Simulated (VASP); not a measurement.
Wanted: the native input for a VASP 6.6.1 run.

```yaml
Task: relaxation of cell and atoms
Functional: LDA
Potentials_or_basis: VASP PAW LDA potentials, release 64 (Na_pv, Cl)
Cutoff: 600 eV
k_mesh: 8 × 8 × 8
Occupations: gaussian, width 0.01 eV
Spin: no spin polarisation
Dipole_correction: no
Further_INCAR_settings: ALGO = Normal; EDIFF = 1e-06; IBRION = 2; EDIFFG = -0.001; NSW = 80; ISIF = 3
```

The structure of NaCl lies in POSCAR:

```
NaCl
1.0
    0.0000000000      2.7325055609      2.7325055609
    2.7325055609      0.0000000000      2.7325055609
    2.7325055609      2.7325055609      0.0000000000
Na Cl
1 1
Direct
    0.0000000000      0.0000000000      0.0000000000
    0.5000000000      0.5000000000      0.5000000000
```

The input as run:

INCAR

```
SYSTEM = NaCl
PREC = Accurate ; ENCUT = 600
EDIFF = 1E-6 ; ISMEAR = 0
SIGMA = 0.01 ; LREAL = .FALSE.
LASPH = .TRUE. ; NELM = 100
ALGO = Normal ; ISIF = 3
LWAVE = .FALSE. ; LCHARG = .FALSE.
IBRION = 2 ; NSW = 80
EDIFFG = -0.001
```

KPOINTS

```
regular mesh
0
G
  8 8 8
  0 0 0
```

Potentials or basis: VASP PAW LDA potentials, release 64 (Na_pv, Cl).

Run with:

```bash
$ cat potpaw_LDA.64/Na_pv/POTCAR potpaw_LDA.64/Cl/POTCAR > POTCAR
$ mpirun -np 1 vasp_std > vasp.out
```

Results of the run:

```yaml
Relaxed_volume: 20.41 Å³/atom
Relaxed_cell: a = 3.865 Å, b = 3.865 Å, c = 3.865 Å, α = 60.00°, β = 60.00°, γ = 60.00°
Space_group_after_relaxing_to_0.1_Å: Fm-3m (No. 225)
Energy_gained_by_relaxing: 0.0 meV/atom
Ionic_steps: 3
Pressure_after_relaxing: 0.0 GPa
Band_gap_on_the_k_mesh: 5.08 eV
```

It took 14 s on 1 thread of Intel Xeon 8259CL, with other jobs on the host, peak memory 0.15 GiB.
